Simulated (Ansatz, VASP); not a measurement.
# B2W: VASP beside Ansatz

Contents of INCAR:

```
  PREC = Accurate
  ENCUT = 520
  EDIFF = 1E-6
  ISMEAR = -1
  SIGMA = 0.05
  LREAL = F
  LASPH = T
  NELM = 100
  ALGO = Normal
  ISIF = 2
  LWAVE = F
  LCHARG = F
  GGA = CA
  NBANDS = 17
```

The input KPOINTS:

```
Automatic mesh
0
Gamma
  14 14 12
```

File POSCAR:

```
B2W
1.0
    2.9898014063      0.0000000000      0.0000000000
   -1.4949007032      2.5892439701      0.0000000000
    0.0000000000      0.0000000000      3.0500000000
B W
2 1
Direct
    0.3333333333      0.6666666667      0.5000000000
    0.6666666667      0.3333333333      0.5000000000
    0.0000000000      0.0000000000      0.0000000000
```

Input for Ansatz:

```yaml
crystal:
  lattice:
    - [2.9898014063, 0.0, 0.0]
    - [-1.4949007032, 2.5892439701, 0.0]
    - [0.0, 0.0, 3.05]
  atoms:
    - { symbol: B, position: [0.3333333333, 0.6666666667, 0.5] }
    - { symbol: B, position: [0.6666666667, 0.3333333333, 0.5] }
    - { symbol: W, position: [0.0, 0.0, 0.0] }
kpoints:
  mp_grid: { grid: [14, 14, 12] }
  band_path:
    path:
      - [0.0, 0.0, 0.0]
      - [0.5, 0.0, 0.0]
      - [0.3333333333, 0.3333333333, 0.0]
      - [0.0, 0.0, 0.0]
      - [0.0, 0.0, 0.5]
      - [0.5, 0.0, 0.5]
      - [0.3333333333, 0.3333333333, 0.5]
      - [0.0, 0.0, 0.5]
      - [0.5, 0.0, 0.5]
    npoints: 5
scf:
  occupations: { method: fermi_dirac, width: 0.05 }
hamiltonian:
  xc: lda
  pseudopotentials: { kind: all_electron, lapw: { basis_error: 0.0005 } }
output:
  forces: true
  stress: true
  eigenvalues: true
```

Change from the starting cell: equal xx and yy strain of -1 %.

Alike in both runs: task single point; functional LDA; k mesh 14 × 14 × 12; occupations fermi-dirac, width 0.05 eV; no spin polarisation.

```csv
,VASP,Ansatz
version,VASP 6.6.1,Ansatz 0.2.0
potentials or method,"VASP PAW LDA potentials, release 64 (B, W_sv), cutoff 520 eV","all-electron LAPW, scalar-relativistic"
```

```tsv
	VASP	Ansatz	Ansatz less VASP
pressure (GPa)	33.8	31.4	-2.36
traceless stress, the component that is largest in VASP (GPa)	9.50	9.26	-0.241
```

LDA's correlation is that of Perdew and Zunger in VASP and of Perdew and Wang (1992) in Ansatz. Both programs put the cell under a high pressure, so it lies far from rest at this level. Ansatz ran all-electron here, and VASP with PAW potentials.

Neither program's run includes spin-orbit coupling.
